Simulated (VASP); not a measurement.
Here is a VASP 6.6.1 calculation.

The input POSCAR:

```
MgO
1.0
   -0.2254007805      2.0286070245      2.0286070245
    2.0286070245     -0.2254007805      2.0286070245
    2.0286070245      2.0286070245     -0.2254007805
Mg O
1 1
Direct
    0.0000000000      0.0000000000      0.0000000000
    0.5000000000      0.5000000000      0.5000000000
```

The input INCAR.step1:

```
PREC     = Accurate       # precision mode
ENCUT    = 520            # plane-wave cutoff, eV
ISMEAR   = 0              # smearing method
SIGMA    = 0.05           # smearing width, eV
LREAL    = False          # projectors in reciprocal space
LASPH    = True           # aspherical terms in the spheres
NELM     = 80             # most SCF steps
NBANDS   = 11             # bands
GGA      = PE             # functional
ALGO     = Normal         # electronic algorithm
EDIFF    = 1E-4           # SCF threshold, eV
LWAVE    = True           # write WAVECAR
LCHARG   = False          # write CHGCAR
```

Contents of INCAR.step2:

```
PREC     = Accurate       # precision mode
ENCUT    = 520            # plane-wave cutoff, eV
EDIFF    = 1E-6           # SCF threshold, eV
ISMEAR   = 0              # smearing method
SIGMA    = 0.05           # smearing width, eV
LREAL    = False          # projectors in reciprocal space
LASPH    = True           # aspherical terms in the spheres
NELM     = 80             # most SCF steps
ALGO     = Normal         # electronic algorithm
ISIF     = 2              # what is computed and relaxed
LWAVE    = False          # write WAVECAR
LCHARG   = False          # write CHGCAR
METAGGA  = R2SCAN         # meta-GGA
LMIXTAU  = True         
NBANDS   = 11             # bands
ISTART   = 1
```

File KPOINTS:

```
Automatic mesh
0
Gamma
  10 10 10
```

Potentials or basis: VASP PAW PBE potentials, release 64 (Mg, O).

The run is started by

```sh
$ cat potpaw_PBE.64/Mg/POTCAR potpaw_PBE.64/O/POTCAR > POTCAR
$ cp INCAR.step1 INCAR
$ mpirun -np 1 vasp_std > vasp.out
$ cp INCAR.step2 INCAR
$ mpirun -np 1 vasp_std > vasp.out
```

**Question.** What does it give for the band gap on the k mesh?

**Answer.** 4.25 eV, direct.

**Question.** Estimate the pressure.

**Answer.** -8.0 GPa.

Stress tensor (GPa, compression positive):
```
-8.03 12.23 12.23
12.23 -8.03 12.23
12.23 12.23 -8.03
```

Caveat: the PAW data sets were made with another functional, which shifts forces and pressure a little.
